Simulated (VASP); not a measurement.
# SiAg (P4/nmm) in VASP: further runs

Runs on SiAg. Level: PBE. Tasks: single point, relaxation of cell and atoms.

Everything below comes from runs of VASP 6.6.1. Logs are shortened: lines on timing, memory, paths and dates and some standing lists are left out, and cuts for length are marked.

### 1 The cell of the first run

It takes space group P4/nmm (No. 129, tetragonal). Conventional cell: a = 3.567 Å, b = 3.567 Å, c = 5.293 Å, α = 90.00°, β = 90.00°, γ = 90.00°. Si (site symmetry 4mm) has 6 Ag at 2.55 to 2.91 Å and 4 Si at 2.75 Å within 3.4 Å. Within 3.4 Å of Ag (site symmetry 4mm) lie 6 Si at 2.55 to 2.91 Å and 4 Ag at 2.83 Å.

### 2 Single point, PBE

File INCAR:

```
SYSTEM = SiAg
PREC = Accurate ; ENCUT = 520
EDIFF = 1E-7 ; ISMEAR = 0
SIGMA = 0.1 ; LREAL = .FALSE.
LASPH = .TRUE. ; NELM = 80
ALGO = Normal ; ISIF = 2
LWAVE = .FALSE. ; LCHARG = .FALSE.
GGA = PE ; NBANDS = 23
```

File KPOINTS:

```
regular mesh
0
G
  6 6 4
  0 0 0
```

File POSCAR:

```
SiAg
1.0
    3.5667741646      0.0000000000      0.0000000000
    0.0000000000      3.5667741646      0.0000000000
    0.0000000000      0.0000000000      5.2929129412
Si Ag
2 2
Direct
    0.5000000000      0.0000000000      0.8963667723
    0.0000000000      0.5000000000      0.1036332277
    0.5000000000      0.0000000000      0.3786759850
    0.0000000000      0.5000000000      0.6213240150
```

Potentials or basis: VASP PAW PBE potentials, release 64 (Si, Ag).

Command:

```bash
> cat potpaw_PBE.64/Si/POTCAR potpaw_PBE.64/Ag/POTCAR > POTCAR
> mpirun -np 1 vasp_std > vasp.out
```

OUTCAR:

```text
SYSTEM = SiAg
   PREC = Accurate
   ENCUT = 520
   EDIFF = 1E-7
   ISMEAR = 0
   LREAL = .FALSE.
   LASPH = .TRUE.
   NELM = 80
   ISIF = 2
   GGA = PE

 ion  position               nearest neighbor table
   1  0.500  0.000  0.896-   3 2.55   3 2.74   2 2.75   2 2.75   2 2.75   2 2.75   4 2.91   4 2.91
                             4 2.91   4 2.91
   2  0.000  0.500  0.104-   4 2.55   4 2.74   1 2.75   1 2.75   1 2.75   1 2.75   3 2.91   3 2.91
                             3 2.91   3 2.91
   3  0.500  0.000  0.379-   1 2.55   1 2.74   4 2.83   4 2.83   4 2.83   4 2.83   2 2.91   2 2.91
                             2 2.91   2 2.91
   4  0.000  0.500  0.621-   2 2.55   2 2.74   3 2.83   3 2.83   3 2.83   3 2.83   1 2.91   1 2.91
                             1 2.91   1 2.91

  LATTYP: Found a simple tetragonal cell.
 ALAT       =     3.5667741646
 C/A-ratio  =     1.4839495569

  Lattice vectors:

 A1 = (   3.5667741646,   0.0000000000,   0.0000000000)
 A2 = (   0.0000000000,   3.5667741646,   0.0000000000)
 A3 = (   0.0000000000,   0.0000000000,   5.2929129412)

Analysis of symmetry for initial positions (statically):
=====================================================================
 Subroutine PRICEL returns:
 Original cell was already a primitive cell.

 Routine SETGRP: Setting up the symmetry group for a
 simple tetragonal supercell.

 Subroutine GETGRP returns: Found 16 space group operations
 (whereof  8 operations were pure point group operations)
 out of a pool of 16 trial point group operations.

The static configuration has the point symmetry D_2d.
 The point group associated with its full space group is D_4h.

Analysis of symmetry for dynamics (positions and initial velocities):
=====================================================================
 Subroutine PRICEL returns:
 Original cell was already a primitive cell.

 Routine SETGRP: Setting up the symmetry group for a
 simple tetragonal supercell.

 Subroutine GETGRP returns: Found 16 space group operations
 (whereof  8 operations were pure point group operations)
 out of a pool of 16 trial point group operations.

The dynamic configuration has the point symmetry D_2d.
 The point group associated with its full space group is D_4h.

 Subroutine INISYM returns: Found 16 space group operations
 (whereof  8 operations are pure point group operations),
 and found     1 'primitive' translations

----------------------------------------------------------------------------------------

                                     Primitive cell

  volume of cell :      67.3358

  direct lattice vectors                    reciprocal lattice vectors
     3.566774165  0.000000000  0.000000000     0.280365382  0.000000000  0.000000000
     0.000000000  3.566774165  0.000000000     0.000000000  0.280365382  0.000000000
     0.000000000  0.000000000  5.292912941     0.000000000  0.000000000  0.188931881

  length of vectors
     3.566774165  3.566774165  5.292912941     0.280365382  0.280365382  0.188931881

  position of ions in fractional coordinates (direct lattice)
     0.500000000  0.000000000  0.896366772
     0.000000000  0.500000000  0.103633228
     0.500000000  0.000000000  0.378675985
     0.000000000  0.500000000  0.621324015

  ion indices of the primitive-cell ions
   primitive index   ion index
                 1           1
                 2           2
                 3           3
                 4           4

----------------------------------------------------------------------------------------

 KPOINTS: regular mesh

Automatic generation of k-mesh.
 Grid dimensions read from file:
 generate k-points for:    6    6    4

 Generating k-lattice:

  Cartesian coordinates                     Fractional coordinates (reciprocal lattice)
     0.046727564  0.000000000  0.000000000     0.166666667  0.000000000  0.000000000
     0.000000000  0.046727564  0.000000000     0.000000000  0.166666667  0.000000000
     0.000000000  0.000000000  0.047232970     0.000000000  0.000000000  0.250000000

  Length of vectors
     0.046727564  0.046727564  0.047232970

  Shift w.r.t. Gamma in fractional coordinates (k-lattice)
     0.000000000  0.000000000  0.000000000

 Subroutine IBZKPT returns following result:
 ===========================================

 Found     30 irreducible k-points:

 Following reciprocal coordinates:
            Coordinates               Weight
  0.000000  0.000000  0.000000      1.000000
  0.166667  0.000000  0.000000      4.000000
  0.333333  0.000000  0.000000      4.000000
  0.500000  0.000000  0.000000      2.000000
  0.166667  0.166667  0.000000      4.000000
  0.333333  0.166667  0.000000      8.000000
[... 16 lines left out ...]
  0.333333  0.000000  0.500000      4.000000
  0.500000  0.000000  0.500000      2.000000
 [... further k-points ...]
   k-points           NKPTS =     30   k-points in BZ     NKDIM =     30   number of bands    NBANDS=     23
[... 30 lines left out ...]
   EMIN   =  10.00;   EMAX   =-10.00  energy-range for DOS
   EFERMI =   0.00;   METHOD = LEGACY
   ISMEAR =     0;   SIGMA  =   0.10  broadening in eV -4-tet -1-fermi 0-gaus
   EFERMI_NEDOS =   21; number of points for ismear=-14 and -15
   IALGO  =     38    algorithm
   IMIX   =      4    mixing-type and parameters
     AMIX     =   0.40;   BMIX     =  1.00
     AMIX_MAG =   1.60;   BMIX_MAG =  1.00
  volume/ion in A,a.u.               =      16.83       113.60
  Fermi-wavevector in a.u.,A,eV,Ry     =   1.250355  2.362828 21.271172  1.563387
  Thomas-Fermi vector in A             =   2.384353
   LORBIT       =      0    0 simple, 1 ext, 2 COOP (PROOUT), +10 PAW based schemes
   GGA     = PE    functional components
   LHFCALC =     F    Hartree Fock is set to
   AEXX    =    0.0000 exact exchange contribution
   IVDW    =     0    specifies the selected vdW correction
   LEPSILON=     F    determine dielectric tensor
   LRPA    =     F    only Hartree local field effects (RPA)
 non-spin polarized calculation
 Gauss-broadening in eV      SIGMA  =   0.10
  energy-cutoff  :      520.00
  volume of cell :       67.34
 maximum number of plane-waves:      1836
 NGX is ok and might be reduce to    28
   NGX = 13   NGY = 13   NGZ = 19

 number of electron      29.9999991 magnetization

 Free energy of the ion-electron system (eV)
  ---------------------------------------------------
  ext. energy  EPLUGINS =         0.00000000
  ---------------------------------------------------
  free energy    TOTEN  =       -14.99416659 eV

  energy without entropy =      -14.98353113  energy(sigma->0) =      -14.98884886

 E-fermi :   8.6655     XC(G=0): -11.4104

 val. band max:        8.6441453511   @ k =   0.5000   0.1667   0.2500
 cond. band min:       8.6898465731   @ k =   0.0000   0.0000   0.2500
 fundamental gap:      0.0457012220
 Fermi energy:         8.6654555164

 k-point     1 :       0.0000    0.0000    0.0000
  band No.  band energies     occupation
      1      -3.1244      2.00000
      2       1.3388      2.00000
      3       2.4053      2.00000
      4       2.5838      2.00000
      5       3.0593      2.00000
      6       3.2764      2.00000
[... 15 lines left out ...]
     22      16.2383      0.00000
     23      16.6083      0.00000

 k-point     2 :       0.1667    0.0000    0.0000
  band No.  band energies     occupation
      1      -2.8195      2.00000
      2       1.2699      2.00000
      3       2.4983      2.00000
      4       2.6398      2.00000
      5       2.8951      2.00000
      6       3.2259      2.00000
[... 15 lines left out ...]
     22      16.7123      0.00000
     23      17.2349      0.00000

 k-point     3 :       0.3333    0.0000    0.0000
  band No.  band energies     occupation
      1      -1.9327      2.00000
      2       0.7492      2.00000
      3       2.4701      2.00000
      4       2.5379      2.00000
      5       2.7348      2.00000
      6       3.0199      2.00000
[... 15 lines left out ...]
     22      16.8867      0.00000
     23      16.9537      0.00000
[... 495 lines left out ...]
 k-point    23 :       0.3333    0.0000    0.5000
  band No.  band energies     occupation
      1      -1.5000      2.00000
      2       1.2499      2.00000
      3       1.8635      2.00000
      4       2.3075      2.00000
      5       2.6337      2.00000
      6       2.8258      2.00000
[... 15 lines left out ...]
     22      15.4495      0.00000
     23      16.4859      0.00000

 k-point    24 :       0.5000    0.0000    0.5000
  band No.  band energies     occupation
      1      -0.1801      2.00000
      2      -0.1801      2.00000
      3       2.5521      2.00000
      4       2.5521      2.00000
      5       2.6928      2.00000
      6       2.6928      2.00000
[... 15 lines left out ...]
     22      14.8177      0.00000
     23      16.3706      0.00000

 [... further k-points ...]

------------------------ aborting loop because EDIFF is reached ----------------------------------------

  FORCE on cell =-STRESS in cart. coord.  units (eV):
  Direction    XX          YY          ZZ          XY          YZ          ZX
  --------------------------------------------------------------------------------------
  -------------------------------------------------------------------------------------
  Total       -0.0598816     -0.0598816      0.0553250      0.0000000      0.0000000      0.0000000
  in kB       -1.4248129     -1.4248129      1.3163953      0.0000000      0.0000000      0.0000000
  external PRESSURE =      -0.5110768 kB  Pullay stress =       0.0000000 kB

 VOLUME and BASIS-vectors are now :
 -----------------------------------------------------------------------------
  energy-cutoff  :      520.00
  volume of cell :       67.34
      direct lattice vectors                 reciprocal lattice vectors
     3.566774165  0.000000000  0.000000000     0.280365382  0.000000000  0.000000000
     0.000000000  3.566774165  0.000000000     0.000000000  0.280365382  0.000000000
     0.000000000  0.000000000  5.292912941     0.000000000  0.000000000  0.188931881

 POSITION                                       TOTAL-FORCE (eV/Angst)
 -----------------------------------------------------------------------------------
      1.78339      0.00000      4.74439         0.000000      0.000000     -0.019869
      0.00000      1.78339      0.54852         0.000000      0.000000      0.019869
      1.78339      0.00000      2.00430         0.000000      0.000000      0.044512
      0.00000      1.78339      3.28861         0.000000      0.000000     -0.044512
 -----------------------------------------------------------------------------------
    total drift:                                0.000000      0.000000      0.000000

  FREE ENERGIE OF THE ION-ELECTRON SYSTEM (eV)
  ---------------------------------------------------
  free  energy   TOTEN  =       -14.9941665873 eV

  energy  without entropy=      -14.9835311313  energy(sigma->0) =      -14.98884886
```

Run time: 42 s. Hardware: 1 thread of Oxide Virtual Turin-like, shared host; peak memory 0.16 GiB.

What came out:

| Property | Result |
| --- | --- |
| Free energy | -14.9942 eV |
| Pressure | -0.1 GPa |
| Largest force | 0.045 eV/Å |
| Band gap on the k mesh | zero (band 15 reaches 10.75 eV, above the bottom of band 16 at 6.84 eV) |

Forces on the atoms (eV/Å):
```
Si   0.000  0.000 -0.020
Si   0.000  0.000  0.020
Ag   0.000  0.000  0.045
Ag   0.000  0.000 -0.045
```

Levels at points of the mesh, in eV from the Fermi level:
| k point | band 12 | band 13 | band 14 | band 15 | band 16 | band 17 | band 18 | band 19 |
| --- | --- | --- | --- | --- | --- | --- | --- | --- |
| (0.00, 0.00, 0.00) | -3.94 | -3.23 | -1.01 | -1.01 | 0.40 | 3.62 | 4.27 | 5.37 |
| (0.50, 0.00, 0.00) | -4.29 | -2.88 | -2.88 | 0.37 | 0.37 | 1.92 | 1.92 | 4.39 |
| (0.50, 0.50, 0.00) | -4.43 | -3.56 | -3.56 | -0.19 | -0.19 | 2.73 | 2.73 | 2.85 |
| (0.00, 0.00, 0.50) | -3.96 | -0.61 | 0.06 | 0.06 | 2.48 | 2.54 | 3.07 | 3.07 |
| (0.50, 0.00, 0.50) | -4.18 | -3.46 | -3.46 | 2.08 | 2.08 | 3.54 | 3.54 | 4.79 |
| (0.50, 0.50, 0.50) | -4.39 | -2.39 | -2.39 | -1.33 | -1.33 | -0.13 | -0.13 | 7.58 |

### 3 Relaxation of cell and atoms, PBE

This run uses another cell than the first one, of 16.68 Å³/atom, 0.991 times its volume.

File INCAR:

```
SYSTEM = SiAg
PREC     = Accurate       ! precision mode
ENCUT    = 600            ! plane-wave cutoff, eV
EDIFF    = 1E-6           ! SCF threshold, eV
ISMEAR   = 0              ! smearing method
SIGMA    = 0.1            ! smearing width, eV
LREAL    = .False.        ! projectors in reciprocal space
LASPH    = .True.         ! aspherical terms in the spheres
NELM     = 80             ! most SCF steps
ALGO     = Normal         ! electronic algorithm
ISIF     = 3              ! what is computed and relaxed
LWAVE    = .False.        ! write WAVECAR
LCHARG   = .False.        ! write CHGCAR
GGA      = PE             ! functional
IBRION   = 2              ! ionic algorithm
NSW      = 90             ! ionic steps
EDIFFG   = -0.04          ! ionic threshold
```

File KPOINTS:

```
regular mesh
0
Gamma
  6 6 4
  0 0 0
```

File POSCAR:

```
SiAg
1.0
    3.6118365900      0.0000000000      0.0000000000
    0.0000000000      3.6118365900      0.0000000000
    0.0000000000      0.0000000000      5.1140247100
Si Ag
2 2
Direct
    0.5000000000      0.0000000000      0.8263217300
    0.0000000000      0.5000000000      0.1736782700
    0.5000000000      0.0000000000      0.2145335000
    0.0000000000      0.5000000000      0.7854665000
```

Potentials or basis: VASP PAW PBE potentials, release 64 (Si, Ag).

Command:

```bash
> cat potpaw_PBE.64/Si/POTCAR potpaw_PBE.64/Ag/POTCAR > POTCAR
> mpirun -np 1 vasp_std > vasp.out
```

Run time: 11 min. Hardware: 1 thread of Oxide Virtual Turin-like, shared host; peak memory 0.19 GiB.

It converged, with:

| Property | Result |
| --- | --- |
| Free energy | -14.9938 eV |
| Relaxed volume | 16.81 Å³/atom |
| Relaxed cell | a = 3.561 Å, b = 3.561 Å, c = 5.302 Å, α = 90.00°, β = 90.00°, γ = 90.00° |
| Space group after relaxing (to 0.05 Å) | P4/nmm (No. 129) |
| Energy gained by relaxing | 1064.7 meV/atom |
| Ionic steps | 40 |
| Pressure after relaxing | 0.0 GPa |
| Largest force after relaxing | 0.032 eV/Å |
| Band gap on the k mesh | zero (band 15 reaches 10.75 eV, above the bottom of band 16 at 6.82 eV) |

Forces in eV/Å, atoms in the order of the input:
```
Si   0.000  0.000 -0.032
Si   0.000  0.000  0.032
Ag   0.000  0.000 -0.001
Ag   0.000  0.000  0.001
```

The path:
```tsv
step	energy change (eV)	largest force (eV/Å)	pressure (GPa)	volume (Å³)
1	0.0000	8.9899	36.24	66.71
2	-1.8100	0.3545	-9.35	108.03
3	-2.0411	0.2183	-9.24	103.46
4	-2.2600	0.0843	-9.05	99.38
5	-3.1855	0.3916	-5.12	82.24
6	-3.2671	1.0951	2.69	74.28
7	-3.3132	0.3603	-2.23	78.19
8	-3.3241	0.5140	-1.06	77.09
9	-3.3244	0.5579	-0.75	76.81
10	-3.3619	0.5550	-0.51	76.01
11	-3.4608	0.5344	0.58	73.63
12	-3.5062	0.7209	5.10	68.86
13	-3.5173	0.4663	3.54	70.08
14	-3.5400	0.5584	3.05	70.31
15	-3.5999	0.8427	1.65	70.98
16	-3.6732	1.2527	-0.56	72.32
17	-3.7384	1.1677	-1.30	72.56
18	-3.8966	0.9503	-3.07	73.29
19	-4.0035	0.3472	-4.44	74.74
20	-4.1301	0.0288	0.72	69.59
21	-4.1304	0.0516	1.02	69.37
22	-4.1810	0.1228	0.21	68.98
23	-4.1959	0.2071	0.13	68.70
24	-4.1784	0.4682	0.79	68.06
25	-4.1992	0.2613	0.21	68.55
26	-4.1994	0.2838	0.24	68.49
27	-4.2129	0.2456	-0.50	68.82
28	-4.2268	0.1685	-1.88	69.51
29	-4.2341	0.1508	-1.51	69.12
30	-4.2493	0.0832	-0.50	67.96
31	-4.2447	0.1316	2.18	65.67
32	-4.2540	0.1119	0.27	67.13
33	-4.2543	0.1202	0.53	66.90
34	-4.2557	0.0962	0.40	66.92
35	-4.2565	0.0466	0.21	66.95
36	-4.2565	0.0540	0.24	66.94
37	-4.2572	0.0500	0.01	67.12
38	-4.2577	0.0431	-0.36	67.42
39	-4.2582	0.0414	-0.24	67.38
40	-4.2590	0.0318	0.04	67.24
```

Final structure:
```
Si Ag
1.0
     3.56120    0.00000    0.00000
     0.00000    3.56120    0.00000
     0.00000    0.00000    5.30165
Si Ag
2 2
Direct
  0.50000 0.00000 0.89807
  0.00000 0.50000 0.10193
  0.50000 0.00000 0.38062
  0.00000 0.50000 0.61938
```

Levels at points of the mesh, in eV from the Fermi level:
```
           k point  band 13  band 14  band 15  band 16  band 17  band 18
(0.00, 0.00, 0.00)    -3.22    -1.00    -1.00     0.43     3.61     4.26
(0.50, 0.00, 0.00)    -2.86    -2.86     0.37     0.37     1.93     1.93
(0.50, 0.50, 0.00)    -3.55    -3.55    -0.18    -0.18     2.80     2.80
(0.00, 0.00, 0.50)    -0.59     0.05     0.05     2.47     2.54     3.13
(0.50, 0.00, 0.50)    -3.43    -3.43     2.08     2.08     3.57     3.57
(0.50, 0.50, 0.50)    -2.42    -2.42    -1.30    -1.30    -0.08    -0.08
```

### 4 Single point, PBE

File INCAR:

```
SYSTEM = SiAg
ALGO = Normal
EDIFF = 1E-6
ENCUT = 520
GGA = PE
ISIF = 2
ISMEAR = 0
LASPH = .True.
LCHARG = .True.
LELF = .True.
LREAL = .False.
LVHAR = .True.
LWAVE = .False.
NBANDS = 23
NELM = 60
PREC = Accurate
SIGMA = 0.1
```

File KPOINTS:

```
k-points
0
Gamma
  14 14 10
  0 0 0
```

File POSCAR:

```
SiAg
1.0
    3.5721761526      0.0000000000      0.0000000000
    0.0000000000      3.5721761526      0.0000000000
    0.0000000000      0.0000000000      5.2751964544
Si Ag
2 2
Direct
    0.5000000000      0.0000000000      0.8968338949
    0.0000000000      0.5000000000      0.1031661051
    0.5000000000      0.0000000000      0.3801959240
    0.0000000000      0.5000000000      0.6198040760
```

Command:

```bash
> cat potpaw_PBE.64/Si/POTCAR potpaw_PBE.64/Ag/POTCAR > POTCAR
> mpirun -np 1 vasp_std > vasp.out
```

Run time: 3.9 min. Hardware: 1 thread of Oxide Virtual Turin-like, shared host; peak memory 0.35 GiB.

It converged, with:

```
Free energy            : -15.0057 eV
Pressure               : 0.0 GPa
Largest force          : 0.007 eV/Å
Band gap on the k mesh : zero (band 15 reaches 10.72 eV, above the bottom of band 16 at 6.70 eV)
```

Forces in eV/Å, atoms in the order of the input:
```
Si   0.000  0.000 -0.007
Si   0.000  0.000  0.007
Ag   0.000  0.000  0.007
Ag   0.000  0.000 -0.007
```

Levels at points of the mesh, in eV from the Fermi level:
```csv
k point,band 11,band 12,band 13,band 14,band 15,band 16,band 17,band 18,band 19,band 20
"(0.00, 0.00, 0.00)",-4.36,-3.92,-3.22,-1.05,-1.05,0.37,3.60,4.25,5.37,5.37
"(0.50, 0.00, 0.00)",-4.29,-4.29,-2.87,-2.87,0.39,0.39,1.87,1.87,4.34,4.34
"(0.50, 0.50, 0.00)",-4.43,-4.43,-3.55,-3.55,-0.21,-0.21,2.77,2.77,2.84,2.84
"(0.00, 0.00, 0.50)",-4.55,-3.94,-0.66,0.04,0.04,2.51,2.62,3.04,3.04,3.51
"(0.50, 0.00, 0.50)",-4.17,-4.17,-3.45,-3.45,2.05,2.05,3.51,3.51,4.82,4.82
"(0.50, 0.50, 0.50)",-4.43,-4.43,-2.40,-2.40,-1.34,-1.34,-0.14,-0.14,7.66,7.66
```

### 5 The runs side by side

```csv
task,cell,k mesh,cutoff (eV),gap on the mesh (eV),pressure (GPa),largest force (eV/Å)
single point,"a = 3.567, b = 3.567, c = 5.293 Å, 4 atoms",6 × 6 × 4,520,none,-0.1,0.04
relaxation of cell and atoms,"relaxed from a = 3.612, b = 3.612, c = 5.114 Å, 4 atoms",6 × 6 × 4,600,none,0.0,0.03
single point,"a = 3.572, b = 3.572, c = 5.275 Å, 4 atoms",14 × 14 × 10,520,none,0.0,0.01
```

Alike in all rows: level PBE; potentials or basis VASP PAW PBE potentials, release 64 (Si, Ag); no spin polarisation; smearing gaussian 0.1 eV.

Absolute energies hang on the potentials; compare differences alone.
